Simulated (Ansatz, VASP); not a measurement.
## ZnO in VASP and in Ansatz

```
CELL_PARAMETERS angstrom
-0.03542 2.09835 2.09835
2.09835 -0.03542 2.09835
2.09835 2.09835 -0.03542
ATOMIC_POSITIONS crystal
Zn 0.00000 0.00000 0.00000
O 0.50000 0.50000 0.50000
```

Change from the starting cell: shear_111 strain -2.5%.

Alike in both runs: task single point; functional r2SCAN; k mesh 10 × 10 × 10; no spin polarisation.

|  | VASP | Ansatz |
| --- | --- | --- |
| version | VASP 6.6.1 | Ansatz 0.2.0 |
| potentials or method | VASP PAW PBE potentials, release 64 (Zn, O_h) | plane waves, PAW |
| plane-wave cutoff (eV) | 910 | 500 |
| occupations | gaussian, width 0.01 eV | fixed |
| valence electrons in the cell | 18 | 18 |

Ansatz gave:

* gap on the k mesh at the Fermi level (eV): 1.68

Question: What did VASP give for the same quantities?

Answer: gap on the k mesh at the Fermi level (eV): 1.66.

VASP's potentials were made for PBE, not for r2SCAN.

Noted on VASP's run: the cutoff is short for stress, so the pressure is rough.
